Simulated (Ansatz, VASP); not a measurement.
## One calculation of PbS, two programs

INCAR

```
PREC     = Accurate       # precision mode
ENCUT    = 500            # plane-wave cutoff, eV
EDIFF    = 1E-6           # SCF threshold, eV
ISMEAR   = 0              # smearing method
SIGMA    = 0.05           # smearing width, eV
LREAL    = False          # projectors in reciprocal space
LASPH    = True           # aspherical terms in the spheres
NELM     = 120            # most SCF steps
ALGO     = Normal         # electronic algorithm
ISIF     = 2              # what is computed and relaxed
LWAVE    = False          # write WAVECAR
LCHARG   = False          # write CHGCAR
GGA      = PE             # functional
IVDW     = 12             # dispersion correction
NBANDS   = 28             # bands
GGA_COMPAT= False
```

File KPOINTS:

```
regular mesh
0
Gamma
  6 6 3
```

File POSCAR:

```
PbS
1.0
    0.0000000000     -3.0043750300     -3.0061807900
    0.0000000000      3.0043750300     -3.0061807900
   11.2982770800      0.0000000000      0.0000000000
Pb S
2 2
Direct
    0.7433619700      0.2433619700      0.6245814000
    0.2433619700      0.7433619700      0.3754186000
    0.2356380300      0.7356380300      0.6136752500
    0.7356380300      0.2356380300      0.3863247500
```

Input for Ansatz:

```yaml
crystal:
  lattice:
    - [0.0, -3.00437503, -3.00618079]
    - [0.0, 3.00437503, -3.00618079]
    - [11.29827708, 0.0, 0.0]
  atoms:
    - { symbol: Pb, position: [0.74336197, 0.24336197, 0.6245814] }
    - { symbol: Pb, position: [0.24336197, 0.74336197, 0.3754186] }
    - { symbol: S, position: [0.23563803, 0.73563803, 0.61367525] }
    - { symbol: S, position: [0.73563803, 0.23563803, 0.38632475] }
basis:
  ecutwfc: 420
kpoints:
  mp_grid: { grid: [6, 6, 3] }
hamiltonian:
  xc: pbe
  dispersion: d3bj
scf:
  occupations: { method: gaussian, width: 0.05 }
output:
  forces: true
  stress: true
  eigenvalues: true
  write_density: true
  write_potential: true
  elf: true
  volumetric_format: npy
```

Alike in both runs: task single point; functional PBE; dispersion D3(BJ); k mesh 6 × 6 × 3; occupations gaussian, width 0.05 eV; no spin polarisation.

|  | VASP | Ansatz |
| --- | --- | --- |
| version | VASP 6.6.1 | Ansatz 0.2.0 |
| potentials or method | VASP PAW PBE potentials, release 64 (Pb_d, S), cutoff 500 eV | scalar-relativistic, plane waves, PAW |
| valence electrons in the cell | 40 | 40 |

```tsv
	VASP	Ansatz	Ansatz less VASP
gap on the k mesh at the Fermi level (eV)	2.07	2.07	-0.002
least direct gap on the mesh (eV)	2.08	2.08	-0.001
rms of the force components (eV/Å)	0.033	0.032	-0.0009
```

Atom by atom the forces differ by 0.003 eV/Å (rms over components). Ansatz's warnings: xc potential rough in thin density.

Neither program's run includes spin-orbit coupling.
